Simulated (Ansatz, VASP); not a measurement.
# One calculation of KCl, two programs

The input INCAR:

```
SYSTEM = KCl
  ALGO = Normal
  EDIFF = 1E-6
  ENCUT = 520
  GGA = PE
  ISIF = 2
  ISMEAR = -1
  LASPH = .True.
  LCHARG = .False.
  LREAL = .False.
  LWAVE = .False.
  NBANDS = 15
  NELM = 60
  PREC = Accurate
  SIGMA = 0.02
```

Contents of KPOINTS:

```
k-points
0
Gamma
  8 8 8
  0 0 0
```

File POSCAR:

```
KCl
1.0
    0.0000000000      3.3099528590      3.1046155534
    3.3099528590      0.0000000000      3.1046155534
    3.3099528590      3.3099528590      0.0000000000
K Cl
1 1
Direct
    0.0000000000      0.0000000000      0.0000000000
    0.5000000000      0.5000000000      0.5000000000
```

Input for Ansatz:

```yaml
crystal:
  lattice:
    - [0.0, 3.309952859, 3.1046155534]
    - [3.309952859, 0.0, 3.1046155534]
    - [3.309952859, 3.309952859, 0.0]
  atoms:
    - { symbol: K, position: [0.0, 0.0, 0.0] }
    - { symbol: Cl, position: [0.5, 0.5, 0.5] }
kpoints:
  mp_grid: { grid: [8, 8, 8] }
  band_path:
    path:
      - [0.0, 0.0, 0.0]
      - [0.5, 0.0, 0.5]
      - [0.625, 0.25, 0.625]
      - [0.375, 0.375, 0.75]
      - [0.5, 0.5, 0.5]
      - [0.5, 0.25, 0.75]
    npoints: 1
hamiltonian:
  xc: pbe
scf:
  occupations: { method: fermi_dirac, width: 0.02 }
  n_extra_bands: 4
output:
  forces: true
  stress: true
  eigenvalues: true
```

Change from the starting cell: epitaxial_xy strain +5.2%.

Alike in both runs: task single point; functional PBE; k mesh 8 × 8 × 8; occupations fermi-dirac, width 0.02 eV; no spin polarisation.

```csv
,VASP,Ansatz
version,VASP 6.6.1,Ansatz 0.2.0
potentials or method,"VASP PAW PBE potentials, release 64 (K_sv, Cl)","plane waves, PAW"
plane-wave cutoff (eV),520,420
valence electrons in the cell,16,16
```

```csv
,VASP,Ansatz,Ansatz less VASP
gap on the k mesh at the Fermi level (eV),4.87,4.88,+0.002
pressure (GPa),-0.5,-0.5,-0.01
"traceless stress, the component that is largest in VASP (GPa)",1.16,1.14,-0.023
```

The functional is the same, so the differences come from potentials, cutoffs and numerics.
